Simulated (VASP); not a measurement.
# MgTeF6 (P4/mmm) in VASP: notebook

MgTeF6 is run at these levels: PBE; tasks: single point, relaxation of cell and atoms.

Program: VASP 6.6.1. These are calculated values, not measurements. Logs are shortened: lines on timing, memory, paths and dates and some standing lists are left out, and cuts for length are marked.

## Step 1: The cell of the first run

The structure is tetragonal, space group P4/mmm (No. 123). The conventional cell has a = 3.465 Å, b = 3.465 Å, c = 7.214 Å, α = 90.00°, β = 90.00°, γ = 90.00°. Mg (site symmetry 4/mmm) has 12 F at 2.45 to 2.66 Å within 3.2 Å. Te (site symmetry 4/mmm) has 12 F at 2.35 to 2.45 Å within 3.1 Å. F (site symmetry 4/mmm) has 4 Mg at 2.45 Å and 8 F at 2.66 Å within 3.2 Å. F (site symmetry 4/mmm) has 8 F at 2.35 Å and 4 Te at 2.45 Å within 3.1 Å. Within 3.2 Å of F (site symmetry 2mm) lie 2 Te at 2.35 Å and 9 F at 2.35 to 3.19 Å and 2 Mg at 2.66 Å.

The cell was generated, and may not be a known phase.

## Step 2: Single point, PBE

The input, INCAR:

```
PREC = Accurate
ENCUT = 520
EDIFF = 1E-6
ISMEAR = 0
SIGMA = 0.1
LREAL = False
LASPH = True
NELM = 80
ALGO = Normal
ISIF = 2
LWAVE = False
LCHARG = False
GGA = PE
NBANDS = 35
```

The input, KPOINTS:

```
regular mesh
0
Gamma
  6 6 4
```

The input, POSCAR:

```
MgTeF6
1.0
    3.4648466689      0.0000000000      0.0000000000
    0.0000000000      3.4648466689      0.0000000000
    0.0000000000      0.0000000000      7.2142187427
Mg Te F
1 1 6
Direct
    0.0000000000      0.0000000000      0.0000000000
    0.0000000000      0.0000000000      0.5000000000
    0.5000000000      0.5000000000      0.0000000000
    0.5000000000      0.5000000000      0.5000000000
    0.5000000000      0.0000000000      0.2791476558
    0.5000000000      0.0000000000      0.7208523442
    0.0000000000      0.5000000000      0.2791476558
    0.0000000000      0.5000000000      0.7208523442
```

Potentials or basis: VASP PAW PBE potentials, release 64 (Mg, Te, F).

Command:

```sh
$ cat potpaw_PBE.64/Mg/POTCAR potpaw_PBE.64/Te/POTCAR potpaw_PBE.64/F/POTCAR > POTCAR
$ mpirun -np 1 vasp_std > vasp.out
```

OUTCAR:

```text
PREC = Accurate
   ENCUT = 520
   EDIFF = 1E-6
   ISMEAR = 0
   LREAL = False
   LASPH = True
   NELM = 80
   ISIF = 2
   GGA = PE

 ion  position               nearest neighbor table
   1  0.000  0.000  0.000-   3 2.45   3 2.45   3 2.45   3 2.45   8 2.66   5 2.66   7 2.66   8 2.66
                             6 2.66   5 2.66   6 2.66   7 2.66   2 3.61   2 3.61
   2  0.000  0.000  0.500-   5 2.35   6 2.35   7 2.35   8 2.35   7 2.35   8 2.35   5 2.35   6 2.35
                             4 2.45   4 2.45   4 2.45   4 2.45   1 3.61   1 3.61
   3  0.500  0.500  0.000-   1 2.45   1 2.45   1 2.45   1 2.45
   4  0.500  0.500  0.500-   2 2.45   2 2.45   2 2.45   2 2.45
   5  0.500  0.000  0.279-   2 2.35   2 2.35   1 2.66   1 2.66
   6  0.500  0.000  0.721-   2 2.35   2 2.35   1 2.66   1 2.66
   7  0.000  0.500  0.279-   2 2.35   2 2.35   1 2.66   1 2.66
   8  0.000  0.500  0.721-   2 2.35   2 2.35   1 2.66   1 2.66

  LATTYP: Found a simple tetragonal cell.
 ALAT       =     3.4648466689
 C/A-ratio  =     2.0821177478

  Lattice vectors:

 A1 = (   3.4648466689,   0.0000000000,   0.0000000000)
 A2 = (   0.0000000000,   3.4648466689,   0.0000000000)
 A3 = (   0.0000000000,   0.0000000000,   7.2142187427)

Analysis of symmetry for initial positions (statically):
=====================================================================
 Subroutine PRICEL returns:
 Original cell was already a primitive cell.

 Routine SETGRP: Setting up the symmetry group for a
 simple tetragonal supercell.

 Subroutine GETGRP returns: Found 16 space group operations
 (whereof 16 operations were pure point group operations)
 out of a pool of 16 trial point group operations.

The static configuration has the point symmetry D_4h.

Analysis of symmetry for dynamics (positions and initial velocities):
=====================================================================
 Subroutine PRICEL returns:
 Original cell was already a primitive cell.

 Routine SETGRP: Setting up the symmetry group for a
 simple tetragonal supercell.

 Subroutine GETGRP returns: Found 16 space group operations
 (whereof 16 operations were pure point group operations)
 out of a pool of 16 trial point group operations.

The dynamic configuration has the point symmetry D_4h.

 Subroutine INISYM returns: Found 16 space group operations
 (whereof 16 operations are pure point group operations),
 and found     1 'primitive' translations

----------------------------------------------------------------------------------------

                                     Primitive cell

  volume of cell :      86.6079

  direct lattice vectors                    reciprocal lattice vectors
     3.464846669  0.000000000  0.000000000     0.288613060  0.000000000  0.000000000
     0.000000000  3.464846669  0.000000000     0.000000000  0.288613060  0.000000000
     0.000000000  0.000000000  7.214218743     0.000000000  0.000000000  0.138615148

  length of vectors
     3.464846669  3.464846669  7.214218743     0.288613060  0.288613060  0.138615148

  position of ions in fractional coordinates (direct lattice)
     0.000000000  0.000000000  0.000000000
     0.000000000  0.000000000  0.500000000
     0.500000000  0.500000000  0.000000000
     0.500000000  0.500000000  0.500000000
     0.500000000  0.000000000  0.279147656
     0.500000000  0.000000000  0.720852344
     0.000000000  0.500000000  0.279147656
     0.000000000  0.500000000  0.720852344

  ion indices of the primitive-cell ions
   primitive index   ion index
                 1           1
                 2           2
                 3           3
                 4           4
                 5           5
                 6           6
                 7           7
                 8           8

----------------------------------------------------------------------------------------

 KPOINTS: regular mesh

Automatic generation of k-mesh.
 Grid dimensions read from file:
 generate k-points for:    6    6    4

 Generating k-lattice:

  Cartesian coordinates                     Fractional coordinates (reciprocal lattice)
     0.048102177  0.000000000  0.000000000     0.166666667  0.000000000  0.000000000
     0.000000000  0.048102177  0.000000000     0.000000000  0.166666667  0.000000000
     0.000000000  0.000000000  0.034653787     0.000000000  0.000000000  0.250000000

  Length of vectors
     0.048102177  0.048102177  0.034653787

  Shift w.r.t. Gamma in fractional coordinates (k-lattice)
     0.000000000  0.000000000  0.000000000

 Subroutine IBZKPT returns following result:
 ===========================================

 Found     30 irreducible k-points:

 Following reciprocal coordinates:
            Coordinates               Weight
  0.000000  0.000000  0.000000      1.000000
  0.166667  0.000000  0.000000      4.000000
  0.333333  0.000000  0.000000      4.000000
  0.500000  0.000000  0.000000      2.000000
  0.166667  0.166667  0.000000      4.000000
  0.333333  0.166667  0.000000      8.000000
[... 16 lines left out ...]
  0.333333  0.000000  0.500000      4.000000
  0.500000  0.000000  0.500000      2.000000
 [... further k-points ...]
   k-points           NKPTS =     30   k-points in BZ     NKDIM =     30   number of bands    NBANDS=     35
   number of dos      NEDOS =    301   number of ions     NIONS =      8
   total plane-waves  NPLWV =  42336
   dimension x,y,z NGX =    28 NGY =   28 NGZ =   54
   dimension x,y,z NGXF=    56 NGYF=   56 NGZF=  108
   ions per type =               1   1   6
   NGX,Y,Z   is equivalent  to a cutoff of  13.43, 13.43, 12.44 a.u.
   NGXF,Y,Z  is equivalent  to a cutoff of  26.87, 26.87, 24.89 a.u.
 SYSTEM =  unknown system
   PREC   = accura    normal or accurate (medium, high low for compatibility)
   ISTART =      0    job   : 0-new  1-cont  2-samecut
   ICHARG =      2    charge: 1-file 2-atom 10-const
   ISPIN  =      1    spin polarized calculation?
   LNONCOLLINEAR =      F non collinear calculations
   LSORBIT =      F    spin-orbit coupling
   LASPH  =      T    aspherical Exc in radial PAW
   ENCUT  =  520.0 eV  38.22 Ry    6.18 a.u.   6.44  6.44 13.41*2*pi/ulx,y,z
   NELM   =     80;   NELMIN=  2; NELMDL= -5     # of ELM steps
   EDIFF  = 0.1E-05   stopping-criterion for ELM
   LREAL  =      F    real-space projection
[... 7 lines left out ...]
   TEBEG  =    0.0;   TEEND  =   0.0 temperature during run
   PSTRESS=    0.0 pullay stress
   NELECT =      50.0000    total number of electrons
   NUPDOWN=      -1.0000    fix difference up-down
   EMIN   =  10.00;   EMAX   =-10.00  energy-range for DOS
   EFERMI =   0.00;   METHOD = LEGACY
   ISMEAR =     0;   SIGMA  =   0.10  broadening in eV -4-tet -1-fermi 0-gaus
   EFERMI_NEDOS =   21; number of points for ismear=-14 and -15
   IALGO  =     38    algorithm
   IMIX   =      4    mixing-type and parameters
     AMIX     =   0.40;   BMIX     =  1.00
     AMIX_MAG =   1.60;   BMIX_MAG =  1.00
  volume/ion in A,a.u.               =      10.83        73.06
  Fermi-wavevector in a.u.,A,eV,Ry     =   1.363156  2.575992 25.282286  1.858196
  Thomas-Fermi vector in A             =   2.489584
   LORBIT       =      0    0 simple, 1 ext, 2 COOP (PROOUT), +10 PAW based schemes
   GGA     = PE    functional components
   LHFCALC =     F    Hartree Fock is set to
   AEXX    =    0.0000 exact exchange contribution
   IVDW    =     0    specifies the selected vdW correction
   LEPSILON=     F    determine dielectric tensor
   LRPA    =     F    only Hartree local field effects (RPA)
 non-spin polarized calculation
 Gauss-broadening in eV      SIGMA  =   0.10
  energy-cutoff  :      520.00
  volume of cell :       86.61
 maximum number of plane-waves:      2363
 NGX is ok and might be reduce to    28
   NGX = 13   NGY = 13   NGZ = 27

 number of electron      49.9999925 magnetization

 Free energy of the ion-electron system (eV)
  ---------------------------------------------------
  ext. energy  EPLUGINS =         0.00000000
  ---------------------------------------------------
  free energy    TOTEN  =       -30.21812811 eV

  energy without entropy =      -30.21812811  energy(sigma->0) =      -30.21812811

 E-fermi :   3.3743     XC(G=0): -10.7102

 val. band max:        2.8553555993   @ k =   0.5000   0.5000   0.0000
 cond. band min:       4.6183062918   @ k =   0.0000   0.0000   0.5000
 fundamental gap:      1.7629506925
 Fermi energy:         3.3742557851

 k-point     1 :       0.0000    0.0000    0.0000
  band No.  band energies     occupation
      1     -19.9251      2.00000
      2     -18.8498      2.00000
      3     -17.8240      2.00000
      4     -17.5165      2.00000
      5     -17.4720      2.00000
      6     -17.1376      2.00000
[... 27 lines left out ...]
     34      17.0739      0.00000
     35      17.0739      0.00000

 k-point     2 :       0.1667    0.0000    0.0000
  band No.  band energies     occupation
      1     -19.7829      2.00000
      2     -18.7525      2.00000
      3     -17.8433      2.00000
      4     -17.6104      2.00000
      5     -17.5557      2.00000
      6     -17.1344      2.00000
[... 27 lines left out ...]
     34      16.7687      0.00000
     35      17.5861      0.00000

 k-point     3 :       0.3333    0.0000    0.0000
  band No.  band energies     occupation
      1     -19.4075      2.00000
      2     -18.4895      2.00000
      3     -18.0883      2.00000
      4     -17.7923      2.00000
      5     -17.6987      2.00000
      6     -17.1165      2.00000
[... 27 lines left out ...]
     34      16.6219      0.00000
     35      18.2412      0.00000

 k-point     4 :       0.5000    0.0000    0.0000
  band No.  band energies     occupation
      1     -19.0871      2.00000
      2     -18.3912      2.00000
      3     -18.1727      2.00000
      4     -18.0962      2.00000
      5     -17.6993      2.00000
      6     -17.1043      2.00000
[... 27 lines left out ...]
     34      17.6382      0.00000
     35      17.7630      0.00000

 k-point     5 :       0.1667    0.1667    0.0000
  band No.  band energies     occupation
      1     -19.6470      2.00000
      2     -18.6637      2.00000
      3     -17.8431      2.00000
      4     -17.7016      2.00000
      5     -17.6235      2.00000
      6     -17.1381      2.00000
[... 638 lines left out ...]
 k-point    22 :       0.1667    0.0000    0.5000
  band No.  band energies     occupation
      1     -19.7662      2.00000
      2     -18.8099      2.00000
      3     -17.7824      2.00000
      4     -17.5939      2.00000
      5     -17.5602      2.00000
      6     -17.1652      2.00000
[... 27 lines left out ...]
     34      16.6249      0.00000
     35      16.6334      0.00000

 k-point    23 :       0.3333    0.0000    0.5000
  band No.  band energies     occupation
      1     -19.3941      2.00000
      2     -18.5352      2.00000
      3     -18.0794      2.00000
      4     -17.8086      2.00000
      5     -17.6372      2.00000
      6     -17.1369      2.00000
[... 27 lines left out ...]
     34      17.2390      0.00000
     35      17.7635      0.00000

 k-point    24 :       0.5000    0.0000    0.5000
  band No.  band energies     occupation
      1     -19.0776      2.00000
      2     -18.3842      2.00000
      3     -18.1801      2.00000
      4     -18.1519      2.00000
      5     -17.6350      2.00000
      6     -17.1217      2.00000
[... 27 lines left out ...]
     34      17.7841      0.00000
     35      18.3436      0.00000

 [... further k-points ...]

------------------------ aborting loop because EDIFF is reached ----------------------------------------

  FORCE on cell =-STRESS in cart. coord.  units (eV):
  Direction    XX          YY          ZZ          XY          YZ          ZX
  --------------------------------------------------------------------------------------
  -------------------------------------------------------------------------------------
  Total       -0.5680328     -0.5680328     -0.5935161      0.0000000     -0.0000000      0.0000000
  in kB      -10.5081584    -10.5081584    -10.9795807      0.0000000     -0.0000000      0.0000000
  external PRESSURE =     -10.6652992 kB  Pullay stress =       0.0000000 kB

 VOLUME and BASIS-vectors are now :
 -----------------------------------------------------------------------------
  energy-cutoff  :      520.00
  volume of cell :       86.61
      direct lattice vectors                 reciprocal lattice vectors
     3.464846669  0.000000000  0.000000000     0.288613060  0.000000000  0.000000000
     0.000000000  3.464846669  0.000000000     0.000000000  0.288613060  0.000000000
     0.000000000  0.000000000  7.214218743     0.000000000  0.000000000  0.138615148

 POSITION                                       TOTAL-FORCE (eV/Angst)
 -----------------------------------------------------------------------------------
      0.00000      0.00000      0.00000        -0.000000     -0.000000     -0.000000
      0.00000      0.00000      3.60711        -0.000000     -0.000000     -0.000000
      1.73242      1.73242      0.00000        -0.000000     -0.000000     -0.000000
      1.73242      1.73242      3.60711        -0.000000     -0.000000     -0.000000
      1.73242      0.00000      2.01383         0.000000     -0.000000      0.018776
      1.73242      0.00000      5.20039        -0.000000     -0.000000     -0.018776
      0.00000      1.73242      2.01383        -0.000000      0.000000      0.018776
      0.00000      1.73242      5.20039        -0.000000      0.000000     -0.018776
 -----------------------------------------------------------------------------------
    total drift:                                0.000000      0.000000      0.000000

  FREE ENERGIE OF THE ION-ELECTRON SYSTEM (eV)
  ---------------------------------------------------
  free  energy   TOTEN  =       -30.2181281085 eV

  energy  without entropy=      -30.2181281085  energy(sigma->0) =      -30.21812811
```

Run time: 2.2 min. Hardware: 1 thread of Oxide Virtual Turin-like, shared host; peak memory 0.2 GiB.

Results:

```yaml
Free_energy: -30.2181 eV
Pressure: -1.1 GPa
Largest_force: 0.019 eV/Å
Band_gap_on_the_k_mesh: 1.76 eV (least direct gap 2.03 eV)
```

Forces on the atoms (eV/Å):
```
Mg   0.000  0.000  0.000
Te   0.000  0.000  0.000
F    0.000  0.000  0.000
F    0.000  0.000  0.000
F    0.000  0.000  0.019
F    0.000  0.000 -0.019
F    0.000  0.000  0.019
F    0.000  0.000 -0.019
```

Caveat: spin-orbit coupling is left out, which moves the levels of the heavy elements. A k mesh can miss the band edges.

(Continued in part 2 of 2.)
